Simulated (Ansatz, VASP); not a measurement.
# BaTiO3 in VASP and in Ansatz

```
CELL_PARAMETERS angstrom
2.84639 1.64337 2.33308
-2.84639 1.64337 2.33308
0.00000 -3.28673 2.33308
ATOMIC_POSITIONS crystal
Ba 0.99670 0.99670 0.99670
Ti 0.48359 0.48359 0.48359
O 0.51080 0.51080 0.01941
O 0.01941 0.51080 0.51080
O 0.51080 0.01941 0.51080
```

Change from the starting cell: volume scaled by 1.02, ions relaxed.

Alike in both runs: functional PBE; k mesh 8 × 8 × 8; occupations fermi-dirac, width 0.02 eV; no spin polarisation.

Ansatz relaxed the structure, and its values are those at the end. VASP's run is a single point on that final structure, the one shown.

```csv
,VASP,Ansatz
version,VASP 6.6.1,Ansatz 0.2.0
potentials or method,"VASP PAW PBE potentials, release 64 (Ba_sv, Ti_sv, O_h)","plane-wave PAW, scalar-relativistic"
plane-wave cutoff (eV),910,420
valence electrons in the cell,40,40
```

```csv
,VASP,Ansatz,Ansatz less VASP
gap on the k mesh at the Fermi level (eV),2.44,2.49,+0.045
rms of the force components (eV/Å),0.020,0.001,-0.0192
```

Ansatz's warnings: stress scf threshold loose.

Spin-orbit coupling is off throughout. Noted on VASP's run: the cutoff is short for stress, so the pressure is rough.
